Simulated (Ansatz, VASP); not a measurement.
# SbAsSe4: VASP beside Ansatz

POSCAR

```
SbAsSe4
1.0
    4.5423684075      0.0000000000      0.0000000000
    0.0000000000      4.5423684075      0.0000000000
    0.0000000000      0.0000000000      7.2272964944
Sb As Se
1 1 4
Direct
    0.0000000000      0.0000000000      0.0000000000
    0.5000000000      0.5000000000      0.5000000000
    0.5000000000      0.0000000000      0.7356639839
    0.0000000000      0.5000000000      0.2643360161
    0.5000000000      0.0000000000      0.2643360161
    0.0000000000      0.5000000000      0.7356639839
```

File INCAR.step1:

```
ALGO = Normal
EDIFF = 1E-4
ENCUT = 520
GGA = PE
ISMEAR = -1
LASPH = True
LCHARG = False
LREAL = False
LWAVE = True
NBANDS = 26
NELM = 100
PREC = Accurate
SIGMA = 0.03
```

INCAR.step2

```
ALGO = Normal
BPARAM = 11.95
CPARAM = 0.0093
EDIFF = 1E-7
ENCUT = 520
ISIF = 2
ISMEAR = -1
ISTART = 1
IVDW_NL = 2
LASPH = True
LCHARG = True
LELF = True
LMIXTAU = True
LREAL = False
LUSE_VDW = True
LVHAR = True
LWAVE = False
METAGGA = R2SCAN
NBANDS = 26
NELM = 100
PREC = Accurate
SIGMA = 0.03
```

KPOINTS

```
k-points
0
Gamma
  6 6 4
```

Input for Ansatz:

```yaml
crystal:
  lattice:
    - [4.5423684075, 0.0, 0.0]
    - [0.0, 4.5423684075, 0.0]
    - [0.0, 0.0, 7.2272964944]
  atoms:
    - { symbol: Sb, position: [0.0, 0.0, 0.0] }
    - { symbol: As, position: [0.5, 0.5, 0.5] }
    - { symbol: Se, position: [0.5, 0.0, 0.7356639839] }
    - { symbol: Se, position: [0.0, 0.5, 0.2643360161] }
    - { symbol: Se, position: [0.5, 0.0, 0.2643360161] }
    - { symbol: Se, position: [0.0, 0.5, 0.7356639839] }
kpoints:
  mp_grid: { grid: [6, 6, 4] }
  band_path:
    path:
      - [0.0, 0.0, 0.0]
      - [0.0, 0.5, 0.0]
      - [0.5, 0.5, 0.0]
      - [0.0, 0.0, 0.5]
      - [0.0, 0.5, 0.5]
      - [0.5, 0.5, 0.5]
    npoints: 1
hamiltonian:
  xc: r2scan
  dispersion: rvv10
scf:
  occupations: { method: fermi_dirac, width: 0.03 }
  n_extra_bands: 5
output:
  forces: true
  stress: true
  eigenvalues: true
  write_density: true
  write_potential: true
  elf: true
  volumetric_format: npy
```

Alike in both runs: task single point; functional r2SCAN; dispersion rVV10; k mesh 6 × 6 × 4; occupations fermi-dirac, width 0.03 eV; no spin polarisation.

```csv
,VASP,Ansatz
version,VASP 6.6.1,Ansatz 0.2.0
potentials or method,"VASP PAW PBE potentials, release 64 (Sb, As, Se)","plane waves, PAW"
plane-wave cutoff (eV),520,500
valence electrons in the cell,34,94
```

```tsv
	VASP	Ansatz	Ansatz less VASP
pressure (GPa)	0.1	0.0	-0.09
```

VASP's potentials were made for PBE, not for r2SCAN. VASP's potentials hold 34 valence electrons a cell and Ansatz's 94, so a difference there can come from the potentials and not from the codes.

Spin-orbit coupling is off throughout.
